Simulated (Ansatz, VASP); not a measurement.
One calculation of CdSe, two programs

The input INCAR:

```
  ALGO = Normal
  EDIFF = 1E-6
  EDIFFG = -0.005
  ENCUT = 600
  GGA = PE
  IBRION = 2
  ISIF = 3
  ISMEAR = -1
  LASPH = T
  LCHARG = F
  LREAL = F
  LWAVE = F
  NELM = 60
  NSW = 60
  PREC = Accurate
  SIGMA = 0.05
```

The input KPOINTS:

```
k-points
0
Gamma
  12 12 12
```

Contents of POSCAR:

```
CdSe
1.0
    3.1053142479      0.0000000000      0.0000000000
    0.0000000000      3.1053142479      0.0000000000
    0.0000000000      0.0000000000      3.1053142479
Cd Se
1 1
Direct
    0.0000000000      0.0000000000      0.0000000000
    0.5000000000      0.5000000000      0.5000000000
```

Input for Ansatz:

```yaml
crystal:
  lattice:
    - [3.1053142479, 0.0, 0.0]
    - [0.0, 3.1053142479, 0.0]
    - [0.0, 0.0, 3.1053142479]
  atoms:
    - { symbol: Cd, position: [0.0, 0.0, 0.0] }
    - { symbol: Se, position: [0.5, 0.5, 0.5] }
kpoints:
  mp_grid: { grid: [12, 12, 12] }
scf:
  occupations: { method: fermi_dirac, width: 0.05 }
hamiltonian:
  xc: pbe
  pseudopotentials: { kind: paw }
output:
  forces: true
  stress: true
  write_density: true
  write_potential: true
  elf: true
  volumetric_format: npy
relax:
  f_tol: 0.005
  max_steps: 40
  cell: {}
```

Alike in both runs: task relaxation of cell and atoms; functional PBE; k mesh 12 × 12 × 12; occupations fermi-dirac, width 0.05 eV; no spin polarisation.

|  | VASP | Ansatz |
| --- | --- | --- |
| version | VASP 6.6.1 | Ansatz 0.2.0 |
| potentials or method | VASP PAW PBE potentials, release 64 (Cd, Se) | PAW with Ansatz's default frozen-core files, scalar-relativistic |
| plane-wave cutoff (eV) | 600 | 420 |
| valence electrons in the cell | 18 | 36 |

```tsv
	VASP	Ansatz	Ansatz less VASP
relaxed volume (Å³/atom)	22.57	22.49	-0.081
relaxed length of the cell vector where the two differ most in proportion (Å)	3.560	3.556	-0.0043
```

VASP's potentials hold 18 valence electrons a cell and Ansatz's 36, so a difference there can come from the potentials and not from the codes.

Noted on VASP's run: the volume moved by over 15 % at a fixed basis, so the end points are rough.
